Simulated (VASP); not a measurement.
Wanted: the native input for a VASP 6.6.1 run.

* Task: single point
* Functional: PBE
* Potentials or basis: VASP PAW PBE potentials, release 64 (Al)
* Cutoff: 520 eV
* k mesh: 16 × 16 × 15
* Occupations: fermi-dirac, width 0.08 eV
* Spin: no spin polarisation
* Dipole correction: no
* Further INCAR settings: ALGO = Normal; EDIFF = 1e-07; NBANDS = 8

The structure of Al lies in POSCAR:

```
Al
1.0
    2.3451026712      0.0000000000      0.0000000000
   -1.1725513356      2.0309184877      0.0000000000
    0.0000000000      0.0000000000      2.2865085074
Al
1
Direct
    0.0000000000      0.0000000000      0.0000000000
```

The input as run:

INCAR

```
SYSTEM = Al
  ALGO = Normal
  EDIFF = 1E-7
  ENCUT = 520
  GGA = PE
  ISIF = 2
  ISMEAR = -1
  LASPH = .True.
  LCHARG = .False.
  LREAL = .False.
  LWAVE = .False.
  NBANDS = 8
  NELM = 100
  PREC = Accurate
  SIGMA = 0.08
```

KPOINTS

```
k-points
0
Gamma
  16 16 15
  0 0 0
```

Potentials or basis: VASP PAW PBE potentials, release 64 (Al).

Run with:

```console
$ cat potpaw_PBE.64/Al/POTCAR > POTCAR
$ mpirun -np 1 vasp_std > vasp.out
```

Results of the run:

| Item | Value |
| --- | --- |
| Pressure | 104.8 GPa |

Wall time 9 s on 1 thread of Intel(R) Xeon(R) Platinum 8559C (Emerald Rapids), on a shared host, peak memory 0.12 GiB.
